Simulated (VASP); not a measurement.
# InW2 (R-3m) in VASP: further runs

InW2 is run at these levels: PBEsol; tasks: single point, relaxation of cell and atoms.

All numbers are computed with VASP 6.6.1; they aren't measurements. Logs are shortened: lines on timing, memory, paths and dates and some standing lists are left out, and cuts for length are marked.

### Step 1. The cell of the first run

It takes space group R-3m (No. 166, trigonal). Conventional cell: a = 2.943 Å, b = 2.943 Å, c = 19.570 Å, α = 90.00°, β = 90.00°, γ = 120.00°. In (site symmetry -3m) has 6 W at 2.88 Å and 6 In at 2.94 Å within 3.8 Å. Within 3.3 Å of W (site symmetry 3m) lie 9 W at 2.53 to 2.94 Å and 3 In at 2.88 Å.

### Step 2. Single point, PBEsol

Input file INCAR:

```
SYSTEM = InW2
  PREC = Accurate
  ENCUT = 520
  EDIFF = 1E-6
  ISMEAR = -1
  SIGMA = 0.0478
  LREAL = .FALSE.
  LASPH = .TRUE.
  NELM = 100
  ALGO = Normal
  ISIF = 2
  LWAVE = .FALSE.
  LCHARG = .FALSE.
  GGA = PS
  NBANDS = 28
```

Input file KPOINTS:

```
Automatic mesh
0
G
  8 8 8
  0 0 0
```

Input file POSCAR:

```
InW2
1.0
    2.9427691817     -0.0000002428     -0.0000000831
   -1.4713843806      2.5485129902     -0.0000000304
   -1.4713843365      0.8495045953      6.5233574302
In W
1 2
Direct
    0.0000000000      0.0000000000      0.0000000000
    0.2145176164      0.7854823836      0.6435528491
    0.7854823836      0.2145176164      0.3564471509
```

Potentials or basis: VASP PAW PBE potentials, release 64 (In_d, W_sv).

Command:

```sh
$ cat potpaw_PBE.64/In_d/POTCAR potpaw_PBE.64/W_sv/POTCAR > POTCAR
$ mpirun -np 1 vasp_std > vasp.out
```

OUTCAR:

```text
SYSTEM = InW2
   PREC = Accurate
   ENCUT = 520
   EDIFF = 1E-6
   ISMEAR = -1
   LREAL = .FALSE.
   LASPH = .TRUE.
   NELM = 100
   ISIF = 2
   GGA = PS

 ion  position               nearest neighbor table
   1  0.000  0.000  0.000-   2 2.88   3 2.88   3 2.88   2 2.88   2 2.88   3 2.88
   2  0.215  0.785  0.644-   3 2.53   3 2.53   3 2.53   1 2.88   1 2.88   1 2.88
   3  0.785  0.215  0.356-   2 2.53   2 2.53   2 2.53   1 2.88   1 2.88   1 2.88

  LATTYP: Found a trigonal (rhomboedric) cell.
 ALAT       =     6.7409807955
 COS(alpha) =     0.9047124363

  Lattice vectors:

 A1 = (   0.0000000441,  -1.6990083949,   6.5233574606)
 A2 = (   1.4713848452,   0.8495043525,   6.5233573471)
 A3 = (  -1.4713843365,   0.8495045953,   6.5233574302)

Analysis of symmetry for initial positions (statically):
=====================================================================
 Subroutine PRICEL returns:
 Original cell was already a primitive cell.

 Routine SETGRP: Setting up the symmetry group for a
 trigonal (rhombohedral) supercell.

 Subroutine GETGRP returns: Found 12 space group operations
 (whereof 12 operations were pure point group operations)
 out of a pool of 12 trial point group operations.

The static configuration has the point symmetry D_3d.

Analysis of symmetry for dynamics (positions and initial velocities):
=====================================================================
 Subroutine PRICEL returns:
 Original cell was already a primitive cell.

 Routine SETGRP: Setting up the symmetry group for a
 trigonal (rhombohedral) supercell.

 Subroutine GETGRP returns: Found 12 space group operations
 (whereof 12 operations were pure point group operations)
 out of a pool of 12 trial point group operations.

The dynamic configuration has the point symmetry D_3d.

 Subroutine INISYM returns: Found 12 space group operations
 (whereof 12 operations are pure point group operations),
 and found     1 'primitive' translations

----------------------------------------------------------------------------------------

                                     Primitive cell

  volume of cell :      48.9231

  direct lattice vectors                    reciprocal lattice vectors
     2.942769182 -0.000000243 -0.000000083     0.339816000  0.196192822  0.051098417
    -1.471384381  2.548512990 -0.000000030     0.000000031  0.392385696 -0.051098443
    -1.471384336  0.849504595  6.523357430     0.000000004  0.000000004  0.153295295

  length of vectors
[... 83 lines left out ...]
   NELM   =    100;   NELMIN=  2; NELMDL= -5     # of ELM steps
   EDIFF  = 0.1E-05   stopping-criterion for ELM
   LREAL  =      F    real-space projection
   EDIFFG = 0.1E-04   stopping-criterion for IOM
   NSW    =      0    number of steps for IOM
   IBRION =     -1    ionic relax: 0-MD 1-quasi-New 2-CG
   NFREE  =      0    steps in history (QN), initial steepest desc. (CG)
   ISIF   =      2    stress and relaxation
   ISYM   =      2    0-nonsym 1-usesym 2-fastsym
   POTIM  = 0.5000    time-step for ionic-motion
   TEBEG  =    0.0;   TEEND  =   0.0 temperature during run
   PSTRESS=    0.0 pullay stress
   NELECT =      41.0000    total number of electrons
   NUPDOWN=      -1.0000    fix difference up-down
   EMIN   =  10.00;   EMAX   =-10.00  energy-range for DOS
   EFERMI =   0.00;   METHOD = LEGACY
   ISMEAR =    -1;   SIGMA  =   0.05  broadening in eV -4-tet -1-fermi 0-gaus
   EFERMI_NEDOS =   21; number of points for ismear=-14 and -15
   IALGO  =     38    algorithm
   IMIX   =      4    mixing-type and parameters
     AMIX     =   0.40;   BMIX     =  1.00
     AMIX_MAG =   1.60;   BMIX_MAG =  1.00
  volume/ion in A,a.u.               =      16.31       110.05
  Fermi-wavevector in a.u.,A,eV,Ry     =   1.543469  2.916734 32.413133  2.382298
  Thomas-Fermi vector in A             =   2.649128
   LORBIT       =      0    0 simple, 1 ext, 2 COOP (PROOUT), +10 PAW based schemes
   GGA     = PS    functional components
   LHFCALC =     F    Hartree Fock is set to
   AEXX    =    0.0000 exact exchange contribution
   IVDW    =     0    specifies the selected vdW correction
   LEPSILON=     F    determine dielectric tensor
   LRPA    =     F    only Hartree local field effects (RPA)
 non-spin polarized calculation
  energy-cutoff  :      520.00
  volume of cell :       48.92
 maximum number of plane-waves:      1369
 NGX is ok and might be reduce to    24
   NGX = 11   NGY = 11   NGZ = 25

 number of electron      40.9999999 magnetization

 Free energy of the ion-electron system (eV)
  ---------------------------------------------------
  ext. energy  EPLUGINS =         0.00000000
  ---------------------------------------------------
  free energy    TOTEN  =       -28.68854473 eV

  energy without entropy =      -28.66293836  energy(sigma->0) =      -28.67574155

 E-fermi :  11.4762     XC(G=0): -13.2918

 val. band max:       11.4729636609   @ k =  -0.2500   0.1250   0.0000
 cond. band min:      11.4950869148   @ k =   0.5000   0.0000   0.1250
 fundamental gap:      0.0221232539
 Fermi energy:        11.4762403712

 k-point     1 :       0.0000    0.0000    0.0000
  band No.  band energies     occupation
      1     -61.9922      2.00000
      2     -61.7591      2.00000
      3     -26.9475      2.00000
      4     -25.9900      2.00000
      5     -25.9900      2.00000
      6     -25.6396      2.00000
[... 733 lines left out ...]
     27      17.8974      0.00000
     28      20.9416      0.00000

 [... further k-points ...]

------------------------ aborting loop because EDIFF is reached ----------------------------------------

  FORCE on cell =-STRESS in cart. coord.  units (eV):
  Direction    XX          YY          ZZ          XY          YZ          ZX
  --------------------------------------------------------------------------------------
  -------------------------------------------------------------------------------------
  Total        6.2927285      6.2927285      6.3953269     -0.0000000      0.0000000      0.0000000
  in kB      206.0797747    206.0797747    209.4397581     -0.0000000      0.0000001      0.0000001
  external PRESSURE =     207.1997692 kB  Pullay stress =       0.0000000 kB

 VOLUME and BASIS-vectors are now :
 -----------------------------------------------------------------------------
  energy-cutoff  :      520.00
  volume of cell :       48.92
      direct lattice vectors                 reciprocal lattice vectors
     2.942769182 -0.000000243 -0.000000083     0.339816000  0.196192822  0.051098417
    -1.471384381  2.548512990 -0.000000030     0.000000031  0.392385696 -0.051098443
    -1.471384336  0.849504595  6.523357430     0.000000004  0.000000004  0.153295295

 POSITION                                       TOTAL-FORCE (eV/Angst)
 -----------------------------------------------------------------------------------
      0.00000      0.00000      0.00000        -0.000000     -0.000000      0.000000
     -1.47138      2.54851      4.19813         0.000000      0.000000      0.086947
      1.47138      0.84950      2.32523        -0.000000     -0.000000     -0.086947
 -----------------------------------------------------------------------------------
    total drift:                                0.000000     -0.000000     -0.000000

  FREE ENERGIE OF THE ION-ELECTRON SYSTEM (eV)
  ---------------------------------------------------
  free  energy   TOTEN  =       -28.6885447312 eV

  energy  without entropy=      -28.6629383608  energy(sigma->0) =      -28.67574155
```

Wall time 37 s (1 thread of Intel Xeon Platinum 8488C (Sapphire Rapids), shared host); peak memory 0.23 GiB.

What came out:

```
Free energy   : -28.6885 eV
Pressure      : 20.7 GPa
Largest force : 0.087 eV/Å
```

Forces on the atoms (eV/Å):
```
In   0.000  0.000  0.000
W    0.000  0.000  0.087
W    0.000  0.000 -0.087
```

Caveat: the PAW data sets were made with another functional, which shifts forces and pressure a little; spin-orbit coupling is left out, which moves the levels of the heavy elements.

### Step 3. Relaxation of cell and atoms, PBEsol, target pressure 20 GPa, at which the enthalpy is minimised

This run uses another cell than the first one, of 20.85 Å³/atom, 1.279 times its volume.

Input file INCAR:

```
SYSTEM = InW2
ALGO = Normal
EDIFF = 1E-7
EDIFFG = -0.01
ENCUT = 600
GGA = PS
IBRION = 2
ISIF = 3
ISMEAR = -1
LASPH = .TRUE.
LCHARG = .FALSE.
LREAL = .FALSE.
LWAVE = .FALSE.
NELM = 100
NSW = 60
PREC = Accurate
PSTRESS = 200.0
SIGMA = 0.0478
```

Input file KPOINTS:

```
k-points
0
G
  8 8 8
  0 0 0
```

Input file POSCAR:

```
InW2
1.0
    3.4990075400      0.0000000000      0.0000000000
   -1.7495032700      3.0302310800      0.0000000000
   -1.7495032700      1.0100773600      5.9002898400
In W
1 2
Direct
    0.0000000000      0.0000000000      0.0000000000
    0.2500000000      0.7500000000      0.7500000000
    0.7500000000      0.2500000000      0.2500000000
```

Potentials or basis: VASP PAW PBE potentials, release 64 (In_d, W_sv).

Command:

```sh
$ cat potpaw_PBE.64/In_d/POTCAR potpaw_PBE.64/W_sv/POTCAR > POTCAR
$ mpirun -np 1 vasp_std > vasp.out
```

Wall time 19 min (1 thread of Intel Xeon Platinum 8488C (Sapphire Rapids), shared host); peak memory 0.27 GiB.

The run converged. Its results:

- Free energy: -28.6945 eV
- Relaxed volume: 16.32 Å³/atom
- Relaxed cell: a = 2.940 Å, b = 2.940 Å, c = 6.756 Å, α = 77.43°, β = 102.57°, γ = 120.00°
- Space group after relaxing (to 0.05 Å): R-3m (No. 166)
- Energy change on relaxing (the enthalpy is what falls): -2240.1 meV/atom
- Ionic steps: 26
- Pressure after relaxing: 20.0 GPa
- Largest force after relaxing: 0.005 eV/Å

Forces in eV/Å, atoms in the order of the input:
```
In   0.000  0.000  0.000
W    0.000  0.000  0.005
W    0.000  0.000 -0.005
```

Stress tensor (GPa, compression positive):
```
19.95  0.00  0.00
 0.00 19.95  0.00
 0.00  0.00 20.08
```

Step by step:
```
step  energy change (eV)  largest force (eV/Å)  pressure (GPa)  volume (Å³)
   1              0.0000                5.8376            7.49        62.56
   2             -2.3063                7.9079           36.69        48.94
   3              2.5666                7.0071          205.03        36.36
   4             -2.1567                8.2994           53.15        46.32
   5             -1.1833                4.6226          117.18        40.16
   6             -2.0622                7.5716           75.17        43.51
   7             -2.9289                5.1443           77.04        43.04
   8             -2.7454                6.1736          101.50        42.05
   9             -3.3045                1.2463           83.40        42.62
  10             -4.4390                1.1333           60.04        44.70
  11             -6.0973                1.2378           18.87        50.10
  12             -6.2710                1.3214           12.79        51.23
  13             -6.3030                1.3427           11.54        51.49
  14             -6.4020                1.0890           12.37        51.25
  15             -6.6248                0.3751           15.89        50.49
  16             -6.5853                2.0267           28.22        48.74
  17             -6.6795                1.2249           23.97        49.25
  18             -6.8002                0.7962           19.02        49.80
  19             -6.8387                0.4131           16.77        50.06
  20             -6.7893                0.2588           18.52        49.57
  21             -6.7388                0.2662           20.19        49.14
  22             -6.7303                0.2752           20.47        49.08
  23             -6.7366                0.1425           19.81        49.10
  24             -6.7412                0.0004           19.12        49.13
  25             -6.7126                0.0065           20.31        48.90
  26             -6.7203                0.0052           20.00        48.96
```

Final structure:
```xyz
3
Lattice="2.9402 0.0000 0.0000 -1.4701 2.5463 0.0000 -1.4701 0.8488 6.5396" Properties=species:S:1:pos:R:3 pbc="T T T"
In    0.0000    0.0000    0.0000
W    -1.4701    2.5463    4.2138
W     1.4701    0.8488    2.3257
```

Levels at points of the mesh, in eV from the Fermi level:
| k point | band 16 | band 17 | band 18 | band 19 | band 20 | band 21 | band 22 | band 23 | band 24 |
| --- | --- | --- | --- | --- | --- | --- | --- | --- | --- |
| (0.00, 0.00, 0.00) | -5.90 | -3.34 | -1.25 | -1.25 | -1.03 | -1.03 | 1.58 | 2.41 | 2.41 |
| (0.50, 0.00, 0.00) | -4.43 | -4.07 | -3.74 | -0.91 | 0.24 | 0.34 | 2.71 | 3.51 | 4.25 |
| (0.50, 0.50, 0.00) | -4.27 | -3.01 | -1.81 | -1.42 | -1.15 | 0.82 | 1.01 | 3.61 | 4.22 |
| (0.00, 0.00, 0.50) | -5.32 | -1.65 | -1.17 | -1.17 | -1.05 | -1.05 | 1.83 | 2.19 | 2.19 |

Caveat: the cell is relaxed towards a set pressure, so the enthalpy falls and the energy may rise; the volume moved by over 15 % at a fixed basis, so the end points are rough; the PAW data sets were made with another functional, which shifts forces and pressure a little; spin-orbit coupling is left out, which moves the levels of the heavy elements.
